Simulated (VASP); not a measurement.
A run of VASP 6.6.1 is set up as follows.

Contents of INCAR:

```
PREC     = Accurate       # precision mode
ENCUT    = 520            # plane-wave cutoff, eV
EDIFF    = 1E-8           # SCF threshold, eV
ISMEAR   = -1             # smearing method
SIGMA    = 0.05           # smearing width, eV
LREAL    = False          # projectors in reciprocal space
LASPH    = True           # aspherical terms in the spheres
NELM     = 80             # most SCF steps
ALGO     = Normal         # electronic algorithm
ISIF     = 2              # what is computed and relaxed
LWAVE    = False          # write WAVECAR
LCHARG   = False          # write CHGCAR
GGA      = PS             # functional
LEFG     = True         
NBANDS   = 16             # bands
```

Contents of KPOINTS:

```
Automatic mesh
0
Gamma
  9 9 9
```

Contents of POSCAR:

```
HgTe
1.0
    0.0000000000      3.2659193382      3.2659193382
    3.2659193382      0.0000000000      3.2659193382
    3.2659193382      3.2659193382      0.0000000000
Hg Te
1 1
Direct
    0.0000000000      0.0000000000      0.0000000000
    0.7500000000      0.7500000000      0.7500000000
```

Potentials or basis: VASP PAW PBE potentials, release 64 (Hg, Te).

Command:

```console
$ cat potpaw_PBE.64/Hg/POTCAR potpaw_PBE.64/Te/POTCAR > POTCAR
$ mpirun -np 1 vasp_std > vasp.out
```

(1) Predict the pressure.

(2) Predict the band gap on the k mesh.

## Answers

(1) -0.3 GPa.

(2) zero (filled and empty bands touch).

Caveat: without QUAD_EFG the Cq values of the log hold for a quadrupole moment of 1 mb, not for the nuclei; the PAW data sets were made with another functional, which shifts forces and pressure a little; spin-orbit coupling is left out, which moves the levels of the heavy elements.
